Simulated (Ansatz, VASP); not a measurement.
**Ti5WC6 in VASP and in Ansatz**

```
Ti W C
1.0
     3.39174    0.00000    0.00000
    -1.69587    2.93733    0.00000
     0.00000    0.00000   16.61606
Ti W C
5 1 6
Direct
  0.66667 0.33333 0.66667
  0.33333 0.66667 0.33333
  0.66667 0.33333 0.16667
  0.00000 0.00000 0.00000
  0.33333 0.66667 0.83333
  0.00000 0.00000 0.50000
  0.33333 0.66667 0.58333
  0.66667 0.33333 0.41667
  0.00000 0.00000 0.25000
  0.33333 0.66667 0.08333
  0.66667 0.33333 0.91667
  0.00000 0.00000 0.75000
```

Alike in both runs: task single point; functional PBE; k mesh 6 × 6 × 1; occupations gaussian, width 0.1 eV; no spin polarisation.

|  | VASP | Ansatz |
| --- | --- | --- |
| version | VASP 6.6.1 | Ansatz 0.2.0 |
| potentials or method | VASP PAW PBE potentials, release 64 (Ti_sv, W_sv, C), cutoff 520 eV | scalar-relativistic, plane waves, PAW |
| valence electrons in the cell | 98 | 98 |

VASP gave:

```
gap on the k mesh at the Fermi level (eV) : none
rms of the force components (eV/Å)        : 0.276
```

Estimate Ansatz's values.

gap on the k mesh at the Fermi level (eV): none; rms of the force components (eV/Å): 0.277.

Atom by atom the forces differ by 0.001 eV/Å (rms over components). A gap of «none» marks a metal or a gap that the smearing closes. The functional is the same, so the differences come from potentials, cutoffs and numerics.

The k mesh is coarse, so the values compare programs but aren't converged. Spin-orbit coupling is off throughout.
